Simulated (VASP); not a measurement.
# InP (zincblende type) (F-43m) in VASP: notebook

Runs on InP (zincblende type). Level: PBEsol. Tasks: single point.

Everything below comes from runs of VASP 6.6.1. Logs are shortened: lines on timing, memory, paths and dates and some standing lists are left out, and cuts for length are marked.

## Step 1: The cell of the first run

Symmetry: F-43m, No. 216, cubic system. The conventional cell has a = 5.458 Å, b = 5.458 Å, c = 5.458 Å, α = 90.00°, β = 90.00°, γ = 90.00°. In (site symmetry -43m) has 4 P at 2.36 Å within 3.1 Å. Within 3.1 Å of P (site symmetry -43m) lie 4 In at 2.36 Å.

## Step 2: Single point, PBEsol (volume scaled by 0.8)

The input, INCAR:

```
SYSTEM = InP
ALGO = Normal ; EDIFF = 1E-6
ENCUT = 520 ; GGA = PS
ISIF = 2 ; ISMEAR = -1
LASPH = .True. ; LCHARG = .False.
LREAL = .False. ; LWAVE = .False.
NBANDS = 16 ; NELM = 100
PREC = Accurate ; SIGMA = 0.1
```

The input, KPOINTS:

```
k-points
0
Gamma
  12 12 12
  0 0 0
```

The input, POSCAR:

```
InP
1.0
    0.0000000000      2.7289400266      2.7289400266
    2.7289400266      0.0000000000      2.7289400266
    2.7289400266      2.7289400266      0.0000000000
In P
1 1
Direct
    0.0000000000      0.0000000000      0.0000000000
    0.2500000000      0.2500000000      0.2500000000
```

Potentials or basis: VASP PAW PBE potentials, release 64 (In_d, P).

Started as:

```
$ cat potpaw_PBE.64/In_d/POTCAR potpaw_PBE.64/P/POTCAR > POTCAR
$ mpirun -np 1 vasp_std > vasp.out
```

OUTCAR:

```text
SYSTEM = InP
   EDIFF = 1E-6
   ENCUT = 520
   GGA = PS
   ISIF = 2
   ISMEAR = -1
   LASPH = .True.
   LREAL = .False.
   NELM = 100
   PREC = Accurate

 ion  position               nearest neighbor table
   1  0.000  0.000  0.000-   2 2.36   2 2.36   2 2.36   2 2.36
   2  0.250  0.250  0.250-   1 2.36   1 2.36   1 2.36   1 2.36

  LATTYP: Found a face centered cubic cell.
 ALAT       =     5.4578800532

  Lattice vectors:

 A1 = (   0.0000000000,   2.7289400266,   2.7289400266)
 A2 = (   2.7289400266,   0.0000000000,   2.7289400266)
 A3 = (   2.7289400266,   2.7289400266,   0.0000000000)

Analysis of symmetry for initial positions (statically):
=====================================================================
 Subroutine PRICEL returns:
 Original cell was already a primitive cell.

 Routine SETGRP: Setting up the symmetry group for a
 face centered cubic supercell.

 Subroutine GETGRP returns: Found 24 space group operations
 (whereof 24 operations were pure point group operations)
 out of a pool of 48 trial point group operations.

The static configuration has the point symmetry T_d .

Analysis of symmetry for dynamics (positions and initial velocities):
=====================================================================
 Subroutine PRICEL returns:
 Original cell was already a primitive cell.

 Routine SETGRP: Setting up the symmetry group for a
 face centered cubic supercell.

 Subroutine GETGRP returns: Found 24 space group operations
 (whereof 24 operations were pure point group operations)
 out of a pool of 48 trial point group operations.

The dynamic configuration has the point symmetry T_d .

 Subroutine INISYM returns: Found 24 space group operations
 (whereof 24 operations are pure point group operations),
 and found     1 'primitive' translations

----------------------------------------------------------------------------------------

                                     Primitive cell

  volume of cell :      40.6455

  direct lattice vectors                    reciprocal lattice vectors
     0.000000000  2.728940027  2.728940027    -0.183221322  0.183221322  0.183221322
     2.728940027  0.000000000  2.728940027     0.183221322 -0.183221322  0.183221322
     2.728940027  2.728940027  0.000000000     0.183221322  0.183221322 -0.183221322

  length of vectors
     3.859303997  3.859303997  3.859303997     0.317348639  0.317348639  0.317348639

  position of ions in fractional coordinates (direct lattice)
[... 72 lines left out ...]
   ICHARG =      2    charge: 1-file 2-atom 10-const
   ISPIN  =      1    spin polarized calculation?
   LNONCOLLINEAR =      F non collinear calculations
   LSORBIT =      F    spin-orbit coupling
   LASPH  =      T    aspherical Exc in radial PAW
   ENCUT  =  520.0 eV  38.22 Ry    6.18 a.u.   7.18  7.18  7.18*2*pi/ulx,y,z
   NELM   =    100;   NELMIN=  2; NELMDL= -5     # of ELM steps
   EDIFF  = 0.1E-05   stopping-criterion for ELM
   LREAL  =      F    real-space projection
   EDIFFG = 0.1E-04   stopping-criterion for IOM
   NSW    =      0    number of steps for IOM
   IBRION =     -1    ionic relax: 0-MD 1-quasi-New 2-CG
   NFREE  =      0    steps in history (QN), initial steepest desc. (CG)
   ISIF   =      2    stress and relaxation
   ISYM   =      2    0-nonsym 1-usesym 2-fastsym
   POTIM  = 0.5000    time-step for ionic-motion
   TEBEG  =    0.0;   TEEND  =   0.0 temperature during run
   PSTRESS=    0.0 pullay stress
   NELECT =      18.0000    total number of electrons
   NUPDOWN=      -1.0000    fix difference up-down
   EMIN   =  10.00;   EMAX   =-10.00  energy-range for DOS
   EFERMI =   0.00;   METHOD = LEGACY
   ISMEAR =    -1;   SIGMA  =   0.10  broadening in eV -4-tet -1-fermi 0-gaus
   EFERMI_NEDOS =   21; number of points for ismear=-14 and -15
   IALGO  =     38    algorithm
   IMIX   =      4    mixing-type and parameters
     AMIX     =   0.40;   BMIX     =  1.00
     AMIX_MAG =   1.60;   BMIX_MAG =  1.00
  volume/ion in A,a.u.               =      20.32       137.14
  Fermi-wavevector in a.u.,A,eV,Ry     =   1.247848  2.358091 21.185966  1.557125
  Thomas-Fermi vector in A             =   2.381961
   LORBIT       =      0    0 simple, 1 ext, 2 COOP (PROOUT), +10 PAW based schemes
   GGA     = PS    functional components
   LHFCALC =     F    Hartree Fock is set to
   AEXX    =    0.0000 exact exchange contribution
   IVDW    =     0    specifies the selected vdW correction
   LEPSILON=     F    determine dielectric tensor
   LRPA    =     F    only Hartree local field effects (RPA)
 non-spin polarized calculation
  energy-cutoff  :      520.00
  volume of cell :       40.65
 maximum number of plane-waves:      1113
 NGX is ok and might be reduce to    30
   NGX = 15   NGY = 15   NGZ = 15

 number of electron      17.9999997 magnetization

 Free energy of the ion-electron system (eV)
  ---------------------------------------------------
  ext. energy  EPLUGINS =         0.00000000
  ---------------------------------------------------
  free energy    TOTEN  =        -8.52020842 eV

  energy without entropy =       -8.52015923  energy(sigma->0) =       -8.52018382

 E-fermi :   8.3731     XC(G=0): -10.4551

 val. band max:        7.7654528303   @ k =   0.0000   0.0000   0.0000
 cond. band min:       8.9535401643   @ k =   0.5000   0.5000   0.0000
 fundamental gap:      1.1880873340
 Fermi energy:         8.3731076453

 k-point     1 :       0.0000    0.0000    0.0000
  band No.  band energies     occupation
      1      -7.0666      2.00000
      2      -7.0666      2.00000
      3      -7.0666      2.00000
      4      -6.7693      2.00000
      5      -6.7693      2.00000
      6      -5.5069      2.00000
[... 433 lines left out ...]
      3      -6.9557      2.00000
      4      -6.7670      2.00000
      5      -6.7476      2.00000
      6      -2.6786      2.00000
[... 8 lines left out ...]
     15      17.8104      0.00000
     16      19.1535      0.00000

 [... further k-points ...]
[... 5 lines left out ...]
  --------------------------------------------------------------------------------------
  -------------------------------------------------------------------------------------
  Total        6.2184224      6.2184224      6.2184224      0.0000000      0.0000000      0.0000000
  in kB      245.1200478    245.1200478    245.1200478      0.0000000      0.0000000      0.0000000
  external PRESSURE =     245.1200478 kB  Pullay stress =       0.0000000 kB

 VOLUME and BASIS-vectors are now :
 -----------------------------------------------------------------------------
  energy-cutoff  :      520.00
  volume of cell :       40.65
      direct lattice vectors                 reciprocal lattice vectors
     0.000000000  2.728940027  2.728940027    -0.183221322  0.183221322  0.183221322
     2.728940027  0.000000000  2.728940027     0.183221322 -0.183221322  0.183221322
     2.728940027  2.728940027  0.000000000     0.183221322  0.183221322 -0.183221322

 POSITION                                       TOTAL-FORCE (eV/Angst)
 -----------------------------------------------------------------------------------
      0.00000      0.00000      0.00000        -0.000000     -0.000000     -0.000000
      1.36447      1.36447      1.36447         0.000000      0.000000      0.000000
 -----------------------------------------------------------------------------------
    total drift:                               -0.000000     -0.000000     -0.000000

  FREE ENERGIE OF THE ION-ELECTRON SYSTEM (eV)
  ---------------------------------------------------
  free  energy   TOTEN  =        -8.5202084174 eV

  energy  without entropy=       -8.5201592319  energy(sigma->0) =       -8.52018382
```

OSZICAR:

```text
N       E                     dE             d eps       ncg     rms          rms(c)
DAV:   1     0.112804218374E+03    0.11280E+03   -0.84520E+03  2312   0.136E+03
DAV:   2    -0.212945747441E+01   -0.11493E+03   -0.10991E+03  2616   0.312E+02
DAV:   3    -0.889193922621E+01   -0.67625E+01   -0.67343E+01  2904   0.733E+01
DAV:   4    -0.905828038696E+01   -0.16634E+00   -0.16629E+00  2920   0.119E+01
DAV:   5    -0.906644691626E+01   -0.81665E-02   -0.81664E-02  3400   0.232E+00    0.794E+00
DAV:   6    -0.858932766692E+01    0.47712E+00   -0.62492E-01  3648   0.172E+01    0.456E+00
DAV:   7    -0.852375767119E+01    0.65570E-01   -0.22142E-01  3424   0.531E+00    0.134E+00
DAV:   8    -0.852017783596E+01    0.35798E-02   -0.26063E-02  2848   0.203E+00    0.686E-01
DAV:   9    -0.852015388909E+01    0.23947E-04   -0.16213E-03  3120   0.340E-01    0.318E-01
DAV:  10    -0.852019739698E+01   -0.43508E-04   -0.33965E-04  3192   0.408E-01    0.146E-01
DAV:  11    -0.852021146895E+01   -0.14072E-04   -0.11174E-04  3288   0.174E-01    0.644E-02
DAV:  12    -0.852020825792E+01    0.32110E-05   -0.11901E-05  2608   0.264E-02    0.161E-02
DAV:  13    -0.852020841737E+01   -0.15946E-06   -0.15700E-06  2728   0.754E-03
   1 F= -.85202084E+01 E0= -.85201838E+01  d E =-.491854E-04
```

stdout:

```text
POSCAR found type information on POSCAR InP
 POSCAR found :  2 types and       2 ions
 scaLAPACK will be used
 -----------------------------------------------------------------------------
|                                                                             |
|                                                                             |
|     You enforced a specific xc type in the INCAR file but a different       |
|     I HOPE YOU KNOW WHAT YOU ARE DOING!                                     |
|                                                                             |
 -----------------------------------------------------------------------------

 LDA part: xc-table for (Slater+PW92), standard interpolation
 POSCAR, INCAR and KPOINTS ok, starting setup
 FFT: planning ... GRIDC
 FFT: planning ... GRID_SOFT
 FFT: planning ... GRID
 WAVECAR not read
 entering main loop
```

It took 25 s on 1 thread of Intel Xeon 6975P-C (Granite Rapids), shared host; peak memory 0.19 GiB.

Results:

```yaml
Free_energy: -8.5202 eV
Pressure: 24.5 GPa
Band_gap_on_the_k_mesh: 1.19 eV, indirect (least direct gap 1.70 eV)
```

Levels at points of the mesh, in eV from the valence-band top:
| k point | band 7 | band 8 | band 9 | band 10 | band 11 | band 12 |
| --- | --- | --- | --- | --- | --- | --- |
| (0.00, 0.00, 0.00) | 0.00 | 0.00 | 0.00 | 1.70 | 3.89 | 3.89 |
| (0.50, 0.00, 0.00) | -7.16 | -1.36 | -1.36 | 1.87 | 4.65 | 4.65 |
| (0.50, 0.50, 0.00) | -6.90 | -3.21 | -3.21 | 1.19 | 1.98 | 10.56 |

Caveat: the PAW data sets were made with another functional, which shifts forces and pressure a little; spin-orbit coupling is left out, which moves the levels of the heavy elements.

## Step 3: Single point, PBEsol (volume scaled by 0.88)

The input, INCAR:

```
SYSTEM = InP
PREC = Accurate
ENCUT = 520
EDIFF = 1E-7
ISMEAR = -1
SIGMA = 0.1
LREAL = .False.
LASPH = .True.
NELM = 60
ALGO = Normal
ISIF = 2
LWAVE = .False.
LCHARG = .True.
GGA = PS
LELF = .True.
LVHAR = .True.
NBANDS = 16
```

The input, KPOINTS:

```
regular mesh
0
Gamma
  12 12 12
  0 0 0
```

The input, POSCAR:

```
InP
1.0
    0.0000000000      2.8170305258      2.8170305258
    2.8170305258      0.0000000000      2.8170305258
    2.8170305258      2.8170305258      0.0000000000
In P
1 1
Direct
    0.0000000000      0.0000000000      0.0000000000
    0.2500000000      0.2500000000      0.2500000000
```

Potentials or basis: VASP PAW PBE potentials, release 64 (In_d, P).

Started as:

```
$ cat potpaw_PBE.64/In_d/POTCAR potpaw_PBE.64/P/POTCAR > POTCAR
$ mpirun -np 1 vasp_std > vasp.out
```

OUTCAR:

```text
SYSTEM = InP
   PREC = Accurate
   ENCUT = 520
   EDIFF = 1E-7
   ISMEAR = -1
   LREAL = .False.
   LASPH = .True.
   NELM = 60
   ISIF = 2
   GGA = PS

 ion  position               nearest neighbor table
   1  0.000  0.000  0.000-   2 2.44   2 2.44   2 2.44   2 2.44
   2  0.250  0.250  0.250-   1 2.44   1 2.44   1 2.44   1 2.44

  LATTYP: Found a face centered cubic cell.
 ALAT       =     5.6340610516

  Lattice vectors:

 A1 = (   0.0000000000,   2.8170305258,   2.8170305258)
[... 625 lines left out ...]
      3      -7.8934      2.00000
      4      -7.7488      2.00000
      5      -7.7355      2.00000
      6      -3.5583      2.00000
[... 8 lines left out ...]
     15      16.3713      0.00000
     16      17.5248      0.00000

 [... further k-points ...]
[... 5 lines left out ...]
  --------------------------------------------------------------------------------------
  -------------------------------------------------------------------------------------
  Total        3.1629390      3.1629390      3.1629390      0.0000000     -0.0000000      0.0000000
  in kB      113.3435320    113.3435320    113.3435320      0.0000000     -0.0000000      0.0000000
  external PRESSURE =     113.3435320 kB  Pullay stress =       0.0000000 kB

 VOLUME and BASIS-vectors are now :
 -----------------------------------------------------------------------------
  energy-cutoff  :      520.00
  volume of cell :       44.71
      direct lattice vectors                 reciprocal lattice vectors
     0.000000000  2.817030526  2.817030526    -0.177491864  0.177491864  0.177491864
     2.817030526  0.000000000  2.817030526     0.177491864 -0.177491864  0.177491864
     2.817030526  2.817030526  0.000000000     0.177491864  0.177491864 -0.177491864

 POSITION                                       TOTAL-FORCE (eV/Angst)
 -----------------------------------------------------------------------------------
      0.00000      0.00000      0.00000        -0.000000      0.000000     -0.000000
      1.40852      1.40852      1.40852         0.000000     -0.000000      0.000000
 -----------------------------------------------------------------------------------
    total drift:                                0.000000      0.000000     -0.000000

  FREE ENERGIE OF THE ION-ELECTRON SYSTEM (eV)
  ---------------------------------------------------
  free  energy   TOTEN  =        -8.9641845378 eV

  energy  without entropy=       -8.9641575494  energy(sigma->0) =       -8.96417104
```

OSZICAR:

```text
N       E                     dE             d eps       ncg     rms          rms(c)
DAV:   1     0.112165843517E+03    0.11217E+03   -0.84982E+03  2336   0.129E+03
DAV:   2    -0.211974648437E+01   -0.11429E+03   -0.10920E+03  2536   0.307E+02
DAV:   3    -0.924958587974E+01   -0.71298E+01   -0.70946E+01  3008   0.745E+01
DAV:   4    -0.942910927038E+01   -0.17952E+00   -0.17946E+00  2960   0.124E+01
DAV:   5    -0.943695505681E+01   -0.78458E-02   -0.78456E-02  3384   0.222E+00    0.672E+00
DAV:   6    -0.901656464498E+01    0.42039E+00   -0.59634E-01  3704   0.154E+01    0.391E+00
DAV:   7    -0.896710453991E+01    0.49460E-01   -0.17848E-01  3400   0.433E+00    0.124E+00
DAV:   8    -0.896401140430E+01    0.30931E-02   -0.20128E-02  2904   0.172E+00    0.498E-01
DAV:   9    -0.896410394545E+01   -0.92541E-04   -0.13342E-03  3056   0.354E-01    0.218E-01
DAV:  10    -0.896416407842E+01   -0.60133E-04   -0.24911E-04  3504   0.282E-01    0.123E-01
DAV:  11    -0.896418607369E+01   -0.21995E-04   -0.76892E-05  2920   0.123E-01    0.629E-02
DAV:  12    -0.896418449292E+01    0.15808E-05   -0.90124E-06  2608   0.225E-02    0.126E-02
DAV:  13    -0.896418459089E+01   -0.97973E-07   -0.11899E-06  3000   0.580E-03    0.903E-03
DAV:  14    -0.896418453782E+01    0.53069E-07   -0.44576E-08  2296   0.272E-03
   1 F= -.89641845E+01 E0= -.89641710E+01  d E =-.269884E-04
```

stdout:

```text
POSCAR found type information on POSCAR InP
 POSCAR found :  2 types and       2 ions
 scaLAPACK will be used
 -----------------------------------------------------------------------------
|                                                                             |
|                                                                             |
|     You enforced a specific xc type in the INCAR file but a different       |
|     I HOPE YOU KNOW WHAT YOU ARE DOING!                                     |
|                                                                             |
 -----------------------------------------------------------------------------

 LDA part: xc-table for (Slater+PW92), standard interpolation
 POSCAR, INCAR and KPOINTS ok, starting setup
 FFT: planning ... GRIDC
 FFT: planning ... GRID_SOFT
 FFT: planning ... GRID
 WAVECAR not read
 entering main loop
```

Wall time 28 s (1 thread of Intel Xeon 6975P-C (Granite Rapids), shared host); peak memory 0.2 GiB.

Results:

* Free energy: -8.9642 eV
* Pressure: 11.3 GPa
* Band gap on the k mesh: 1.24 eV, direct

Caveat: the PAW data sets were made with another functional, which shifts forces and pressure a little; spin-orbit coupling is left out, which moves the levels of the heavy elements.

(Part 1 of 3 ends here.)
